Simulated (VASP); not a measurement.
Cu:

```
Cu
1.0
    -1.43460    1.43460    1.43460
     1.43460   -1.43460    1.43460
     1.43460    1.43460   -1.43460
Cu
1
Direct
  0.00000 0.00000 0.00000
```

| Item | Value |
| --- | --- |
| Program | VASP 6.6.1 |
| Task | relaxation of cell and atoms |
| Functional | PBE |
| Potentials or basis | VASP PAW PBE potentials, release 64 (Cu) |
| Cutoff | 600 eV |
| k mesh | 15 × 15 × 15 |
| Occupations | fermi-dirac, width 0.1 eV |
| Spin | no spin polarisation |

At the start: pressure 3.0 GPa; volume 11.81 Å³/atom.

How do energy, volume and symmetry change on relaxing?

Over 3 steps the energy falls by 2.2 meV/atom and the volume is 12.06 Å³/atom (+2.1 %); space group Im-3m (No. 229, to 0.05 Å).

Step by step:
| step | energy change (eV) | largest force (eV/Å) | pressure (GPa) | volume (Å³) |
| --- | --- | --- | --- | --- |
| 1 | 0.0000 | 0.0000 | 2.97 | 11.81 |
| 2 | -0.0017 | 0.0000 | -1.42 | 12.19 |
| 3 | -0.0022 | 0.0000 | 0.04 | 12.06 |

Final structure:
```
Cu
1.0
    -1.44456    1.44456    1.44456
     1.44456   -1.44456    1.44456
     1.44456    1.44456   -1.44456
Cu
1
Direct
  0.00000 0.00000 0.00000
```
